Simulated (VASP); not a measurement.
## CoSi: single point with PBE

CoSi:

```
Co Si
1.0
     2.81353    0.00000    0.00000
     0.00000    2.81353    0.00000
     0.00000    0.00000    2.81353
Co Si
1 1
Direct
  0.00000 0.00000 0.00000
  0.50000 0.50000 0.50000
```

| Quantity | Value |
| --- | --- |
| Program | VASP 6.6.1 |
| Task | single point |
| Functional | PBE |
| Potentials or basis | VASP PAW PBE potentials, release 64 (Co, Si) |
| Cutoff | 520 eV |
| k mesh | 16 × 16 × 16 |
| Occupations | gaussian, width 0.1 eV |
| Spin | collinear spin, ferromagnetic start |
| Starting moments | [0.7, 0.0] μB |
| Dipole correction | no |
| Further INCAR settings | ALGO = Normal; EDIFF = 1e-06; NBANDS = 18 |

```
Pressure                                              : -5.6 GPa
Net moment                                            : 0.66 μB per cell
Site moments                                          : Co +0.66; Si +0.02 μB
Valence electrons inside the program's atomic spheres : Co 8.52; Si 1.56
```

Levels at points of the mesh, in eV from the Fermi level:
Spin up:
| k point | band 3 | band 4 | band 5 | band 6 | band 7 | band 8 | band 9 | band 10 | band 11 | band 12 |
| --- | --- | --- | --- | --- | --- | --- | --- | --- | --- | --- |
| (0.00, 0.00, 0.00) | -4.07 | -1.63 | -1.63 | -1.63 | 2.85 | 2.85 | 2.85 | 7.27 | 7.27 | 11.34 |
| (0.50, 0.00, 0.00) | -3.40 | -2.80 | -2.80 | -1.49 | -0.92 | 6.67 | 7.69 | 7.69 | 9.26 | 9.26 |
| (0.50, 0.50, 0.00) | -5.14 | -4.13 | -2.37 | -2.37 | -1.22 | 1.08 | 1.49 | 7.76 | 13.15 | 14.23 |
| (0.50, 0.50, 0.50) | -5.80 | -1.93 | -1.19 | -1.19 | 1.31 | 1.31 | 1.31 | 3.19 | 3.19 | 3.19 |
Spin down:
```csv
k point,band 2,band 3,band 4,band 5,band 6,band 7,band 8,band 9,band 10,band 11
"(0.00, 0.00, 0.00)",-3.36,-3.36,-1.19,-1.19,-1.19,2.88,2.88,2.88,7.59,7.59
"(0.50, 0.00, 0.00)",-8.56,-2.56,-2.45,-2.45,-1.05,0.09,6.67,7.80,7.80,9.30
"(0.50, 0.50, 0.00)",-5.13,-5.13,-3.61,-1.97,-1.97,-0.15,1.46,2.07,7.77,13.17
"(0.50, 0.50, 0.50)",-5.64,-5.64,-1.91,-0.11,-0.11,1.33,1.33,1.33,3.48,3.48
```

It took 39 s on 1 thread of Intel(R) Xeon(R) 6975P-C (Granite Rapids) (shared host), peak memory 0.22 GiB.

Caveat: the cell stands under tension.
